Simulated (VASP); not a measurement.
# Mo (Cmmm) in VASP: further runs

Runs on Mo. Level: PBEsol. Tasks: single point.

Everything below comes from runs of VASP 6.6.1. Logs are shortened: lines on timing, memory, paths and dates and some standing lists are left out, and cuts for length are marked.

## 1. The cell of the first run

The structure is orthorhombic, space group Cmmm (No. 65). The conventional cell has a = 2.462 Å, b = 5.212 Å, c = 2.555 Å, α = 90.00°, β = 90.00°, γ = 90.00°. Mo (site symmetry mmm) has 8 Mo at 2.46 to 2.88 Å within 3.3 Å.

## 2. Single point, PBEsol (strain -0.1000 x Voigt [1, -1, 0, 0, 0, 0])

Contents of INCAR:

```
ALGO = Fast
EDIFF = 1E-7
ENCUT = 520
GGA = PS
ISIF = 2
ISMEAR = 0
LASPH = T
LCHARG = T
LELF = T
LREAL = F
LVHAR = T
LWAVE = F
NBANDS = 13
NELM = 60
PREC = Accurate
SIGMA = 0.15
```

Contents of KPOINTS:

```
k-points
0
Gamma
  18 18 18
```

Contents of POSCAR:

```
Mo
1.0
    2.4619593575      0.0000000000      0.0000000000
   -1.2309796787      2.6059236459      0.0000000000
    0.0000000000      0.0000000000      2.5551807000
Mo
1
Direct
    0.0000000000      0.0000000000      0.5000000000
```

Potentials or basis: VASP PAW PBE potentials, release 64 (Mo_sv).

Run with:

```bash
> cat potpaw_PBE.64/Mo_sv/POTCAR > POTCAR
> mpirun -np 1 vasp_std > vasp.out
```

OUTCAR:

```text
EDIFF = 1E-7
   ENCUT = 520
   GGA = PS
   ISIF = 2
   ISMEAR = 0
   LASPH = T
   LREAL = F
   NELM = 60
   PREC = Accurate

 ion  position               nearest neighbor table
   1  0.000  0.000  0.500-

  LATTYP: Found a base centered orthorhombic cell.
 ALAT       =     2.4619593575
 B/A-ratio  =     2.1169509870
 C/A-ratio  =     1.0378646959

  Lattice vectors:

 A1 = (   1.2309796787,  -2.6059236459,   0.0000000000)
 A2 = (   1.2309796788,   2.6059236459,   0.0000000000)
 A3 = (   0.0000000000,   0.0000000000,   2.5551807000)

Analysis of symmetry for initial positions (statically):
=====================================================================
 Subroutine PRICEL returns:
 Original cell was already a primitive cell.

 Routine SETGRP: Setting up the symmetry group for a
 base centered orthorhombic supercell.

 Subroutine GETGRP returns: Found  8 space group operations
 (whereof  8 operations were pure point group operations)
 out of a pool of  8 trial point group operations.

The static configuration has the point symmetry D_2h.

Analysis of symmetry for dynamics (positions and initial velocities):
=====================================================================
 Subroutine PRICEL returns:
 Original cell was already a primitive cell.

 Routine SETGRP: Setting up the symmetry group for a
 base centered orthorhombic supercell.

 Subroutine GETGRP returns: Found  8 space group operations
 (whereof  8 operations were pure point group operations)
 out of a pool of  8 trial point group operations.

The dynamic configuration has the point symmetry D_2h.

 Subroutine INISYM returns: Found  8 space group operations
 (whereof  8 operations are pure point group operations),
 and found     1 'primitive' translations

----------------------------------------------------------------------------------------

                                     Primitive cell

  volume of cell :      16.3932

  direct lattice vectors                    reciprocal lattice vectors
     2.461959358  0.000000000  0.000000000     0.406180548  0.191870549  0.000000000
    -1.230979679  2.605923646  0.000000000     0.000000000  0.383741098  0.000000000
     0.000000000  0.000000000  2.555180700     0.000000000  0.000000000  0.391361754

  length of vectors
     2.461959358  2.882039038  2.555180700     0.449218148  0.383741098  0.391361754

  position of ions in fractional coordinates (direct lattice)
     0.000000000  0.000000000  0.500000000

  ion indices of the primitive-cell ions
[... 77 lines left out ...]
   NSW    =      0    number of steps for IOM
   IBRION =     -1    ionic relax: 0-MD 1-quasi-New 2-CG
   NFREE  =      0    steps in history (QN), initial steepest desc. (CG)
   ISIF   =      2    stress and relaxation
   ISYM   =      2    0-nonsym 1-usesym 2-fastsym
   POTIM  = 0.5000    time-step for ionic-motion
   TEBEG  =    0.0;   TEEND  =   0.0 temperature during run
   PSTRESS=    0.0 pullay stress
   NELECT =      14.0000    total number of electrons
   NUPDOWN=      -1.0000    fix difference up-down
   EMIN   =  10.00;   EMAX   =-10.00  energy-range for DOS
   EFERMI =   0.00;   METHOD = LEGACY
   ISMEAR =     0;   SIGMA  =   0.15  broadening in eV -4-tet -1-fermi 0-gaus
   EFERMI_NEDOS =   21; number of points for ismear=-14 and -15
   IALGO  =     68    algorithm
   IMIX   =      4    mixing-type and parameters
     AMIX     =   0.40;   BMIX     =  1.00
     AMIX_MAG =   1.60;   BMIX_MAG =  1.00
  volume/ion in A,a.u.               =      16.39       110.63
  Fermi-wavevector in a.u.,A,eV,Ry     =   1.553207  2.935136 32.823418  2.412453
  Thomas-Fermi vector in A             =   2.657472
   LORBIT       =      0    0 simple, 1 ext, 2 COOP (PROOUT), +10 PAW based schemes
   GGA     = PS    functional components
   LHFCALC =     F    Hartree Fock is set to
   AEXX    =    0.0000 exact exchange contribution
   IVDW    =     0    specifies the selected vdW correction
   LEPSILON=     F    determine dielectric tensor
   LRPA    =     F    only Hartree local field effects (RPA)
 non-spin polarized calculation
 RMM-DIIS sequential band-by-band and
 Gauss-broadening in eV      SIGMA  =   0.15
  energy-cutoff  :      520.00
  volume of cell :       16.39
 maximum number of plane-waves:       461
   NGX =  9   NGY = 11   NGZ =  9

 number of electron      14.0000000 magnetization

 Free energy of the ion-electron system (eV)
  ---------------------------------------------------
  ext. energy  EPLUGINS =         0.00000000
  ---------------------------------------------------
  free energy    TOTEN  =       -10.80024452 eV

  energy without entropy =      -10.78960671  energy(sigma->0) =      -10.79492562

 E-fermi :  11.6447     XC(G=0): -13.1420

 val. band max:       11.6393705579   @ k =   0.3889   0.0556   0.0556
 cond. band min:      11.6530501517   @ k =  -0.1667   0.0556   0.2222
 fundamental gap:      0.0136795938
 Fermi energy:        11.6447411279

 k-point     1 :       0.0000    0.0000    0.0000
  band No.  band energies     occupation
      1     -49.4239      2.00000
      2     -22.9522      2.00000
      3     -22.5756      2.00000
      4     -22.2287      2.00000
      5       4.7807      2.00000
      6       7.1263      2.00000
      7       8.6489      2.00000
      8      12.9970      0.00000
      9      15.2161      0.00000
     10      16.4323      0.00000
     11      24.4194      0.00000
     12      27.3267      0.00000
     13      30.8472      0.00000
[... 354 lines left out ...]
  band No.  band energies     occupation
      1     -49.1956      2.00000
      2     -23.6492      2.00000
      3     -22.9807      2.00000
      4     -22.4237      2.00000
      5       6.8345      2.00000
      6       8.2014      2.00000
      7      10.0386      2.00000
      8      12.4710      0.00000
      9      13.5417      0.00000
     10      15.1172      0.00000
     11      26.6485      0.00000
     12      27.5890      0.00000
     13      30.0637      0.00000

 [... further k-points ...]
[... 5 lines left out ...]
  --------------------------------------------------------------------------------------
  -------------------------------------------------------------------------------------
  Total        2.4366285     -0.7027071     -0.5858487     -0.0000000      0.0000000      0.0000000
  in kB      238.1418457    -68.6784882    -57.2574371     -0.0000000      0.0000000      0.0000000
  external PRESSURE =      37.4019735 kB  Pullay stress =       0.0000000 kB

 VOLUME and BASIS-vectors are now :
 -----------------------------------------------------------------------------
  energy-cutoff  :      520.00
  volume of cell :       16.39
      direct lattice vectors                 reciprocal lattice vectors
     2.461959358  0.000000000  0.000000000     0.406180548  0.191870549  0.000000000
    -1.230979679  2.605923646  0.000000000     0.000000000  0.383741098  0.000000000
     0.000000000  0.000000000  2.555180700     0.000000000  0.000000000  0.391361754

 POSITION                                       TOTAL-FORCE (eV/Angst)
 -----------------------------------------------------------------------------------
      0.00000      0.00000      1.27759         0.000000      0.000000      0.000000
 -----------------------------------------------------------------------------------
    total drift:                                0.000000      0.000000     -0.000000

  FREE ENERGIE OF THE ION-ELECTRON SYSTEM (eV)
  ---------------------------------------------------
  free  energy   TOTEN  =       -10.8002445234 eV

  energy  without entropy=      -10.7896067134  energy(sigma->0) =      -10.79492562
```

OSZICAR:

```text
N       E                     dE             d eps       ncg     rms          rms(c)
DAV:   1     0.110788955210E+03    0.11079E+03   -0.91587E+03 23924   0.112E+03
DAV:   2    -0.986492995760E+01   -0.12065E+03   -0.11660E+03 26885   0.331E+02
DAV:   3    -0.112965405688E+02   -0.14316E+01   -0.14269E+01 27405   0.368E+01
DAV:   4    -0.113007693986E+02   -0.42288E-02   -0.42287E-02 26790   0.226E+00
DAV:   5    -0.113008032062E+02   -0.33808E-04   -0.33809E-04 27740   0.171E-01    0.153E+01
RMM:   6    -0.108640665764E+02    0.43674E+00   -0.50617E-01 23730   0.661E+00    0.531E+00
RMM:   7    -0.108034888086E+02    0.60578E-01   -0.15001E-01 24238   0.356E+00    0.720E-01
RMM:   8    -0.108003281333E+02    0.31607E-02   -0.97864E-03 26555   0.109E+00    0.143E-01
RMM:   9    -0.108002409497E+02    0.87184E-04   -0.11100E-03 27082   0.376E-01    0.596E-02
RMM:  10    -0.108002434825E+02   -0.25328E-05   -0.14052E-04 27374   0.146E-01    0.130E-02
RMM:  11    -0.108002446246E+02   -0.11421E-05   -0.28220E-05 27503   0.614E-02    0.699E-03
RMM:  12    -0.108002444380E+02    0.18654E-06   -0.50976E-06 27510   0.267E-02    0.361E-03
RMM:  13    -0.108002444958E+02   -0.57754E-07   -0.15433E-06 25587   0.123E-02    0.917E-04
RMM:  14    -0.108002445234E+02   -0.27587E-07   -0.22635E-07 17248   0.458E-03
   1 F= -.10800245E+02 E0= -.10794926E+02  d E =-.106378E-01
```

It took 1.7 min on 1 thread of Intel Xeon Platinum 8488C (Sapphire Rapids), shared host; peak memory 0.28 GiB.

Results:

```
Free energy            : -10.8002 eV
Pressure               : 3.7 GPa
Band gap on the k mesh : zero (bands 7 and 8 overlap by 2.42 eV)
```

Stress tensor (GPa, compression positive):
```
23.81  0.00  0.00
 0.00 -6.87  0.00
 0.00  0.00 -5.73
```

Levels at points of the mesh, in eV from the Fermi level:
```tsv
k point	band 5	band 6	band 7	band 8	band 9	band 10
(0.00, 0.00, 0.00)	-6.86	-4.52	-3.00	1.35	3.57	4.79
(0.50, 0.00, 0.00)	-5.12	-2.78	0.40	1.87	3.17	3.84
(0.00, 0.50, 0.00)	-5.01	-3.83	-0.26	1.06	4.28	4.50
(0.00, 0.00, 0.50)	-3.84	-2.13	-0.11	-0.02	1.79	2.02
(0.50, 0.00, 0.50)	-5.68	-3.56	-0.98	4.01	6.88	7.21
(0.00, 0.50, 0.50)	-5.48	-3.81	1.21	4.63	5.45	5.62
```

Caveat: the cell differs from its parent crystal (strain -0.1000 x Voigt [1, -1, 0, 0, 0, 0]); the cell stands under pressure; the PAW data sets were made with another functional, which shifts forces and pressure a little.

## 3. Single point, PBEsol (strain +0.0750 x Voigt [1, -1, 0, 0, 0, 0])

Contents of INCAR:

```
PREC = Accurate
ENCUT = 520
EDIFF = 1E-6
ISMEAR = 0
SIGMA = 0.15
LREAL = F
LASPH = T
NELM = 80
ALGO = Fast
ISIF = 2
LWAVE = F
LCHARG = T
GGA = PS
LELF = T
LVHAR = T
NBANDS = 13
```

Contents of KPOINTS:

```
regular mesh
0
Gamma
  18 18 18
```

Contents of POSCAR:

```
Mo
1.0
    2.9406736770      0.0000000000      0.0000000000
   -1.4703368385      2.1913448841      0.0000000000
    0.0000000000      0.0000000000      2.5551807000
Mo
1
Direct
    0.0000000000      0.0000000000      0.5000000000
```

Potentials or basis: VASP PAW PBE potentials, release 64 (Mo_sv).

Run with:

```bash
> cat potpaw_PBE.64/Mo_sv/POTCAR > POTCAR
> mpirun -np 1 vasp_std > vasp.out
```

Wall time 70 s (1 thread of Intel Xeon Platinum 8488C (Sapphire Rapids), shared host); peak memory 0.28 GiB.

The run converged. Its results:

```yaml
Free_energy: -10.8936 eV
Pressure: -0.7 GPa
Band_gap_on_the_k_mesh: zero (bands 7 and 8 overlap by 1.87 eV)
```

Stress tensor (GPa, compression positive):
```
 1.81  0.00  0.00
 0.00  2.09  0.00
 0.00  0.00 -5.96
```

Levels at points of the mesh, in eV from the Fermi level:
```tsv
k point	band 3	band 4	band 5	band 6	band 7	band 8	band 9	band 10	band 11	band 12
(0.00, 0.00, 0.00)	-34.29	-34.24	-6.94	-4.48	-2.60	0.71	3.84	4.25	13.06	15.61
(0.50, 0.00, 0.00)	-34.48	-34.14	-4.91	-3.40	0.49	0.77	3.54	3.76	9.85	14.32
(0.00, 0.50, 0.00)	-35.07	-34.06	-5.37	-2.84	0.73	2.11	2.66	4.99	11.10	11.52
(0.00, 0.00, 0.50)	-34.31	-34.09	-3.88	-1.72	-0.09	0.39	1.04	1.40	9.94	16.32
(0.50, 0.00, 0.50)	-35.59	-34.31	-5.60	-3.49	0.11	3.82	6.09	6.22	6.55	16.12
(0.00, 0.50, 0.50)	-35.64	-34.88	-5.38	-3.75	-1.69	5.31	6.32	6.81	8.62	14.90
```

Caveat: the cell differs from its parent crystal (strain +0.0750 x Voigt [1, -1, 0, 0, 0, 0]); the PAW data sets were made with another functional, which shifts forces and pressure a little.
